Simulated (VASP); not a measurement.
Ge, 1 atom in the cell. Symmetry: Im-3m, No. 229, cubic system. The conventional cell has a = 3.330 Å, b = 3.330 Å, c = 3.330 Å, α = 90.00°, β = 90.00°, γ = 90.00°. Within 3.8 Å of Ge (site symmetry m-3m) lie 14 Ge at 2.88 to 3.33 Å. 

```yaml
Program: VASP 6.6.1
Task: single point
Functional: PBEsol
Potentials_or_basis: VASP PAW PBE potentials, release 64 (Ge_d)
Cutoff: 500 eV
k_mesh: 7 × 7 × 7
Occupations: fermi-dirac, width 0.02 eV
Spin: no spin polarisation
Dipole_correction: no
Further_INCAR_settings: ALGO = Normal; EDIFF = 1e-06; NBANDS = 13
```

Potentials or basis: VASP PAW PBE potentials, release 64 (Ge_d).

The run is started by

```bash
$ cat potpaw_PBE.64/Ge_d/POTCAR > POTCAR
$ mpirun -np 1 vasp_std > vasp.out
```

Hardware: 1 thread of Intel Xeon 6975P-C (shared host).

Q: Estimate the wall time of this run.

A: Run time: 3.7 s on 1 thread of Intel Xeon 6975P-C, with other jobs on the host, peak memory 0.13 GiB. Counts: scf iterations 10, k points 20.
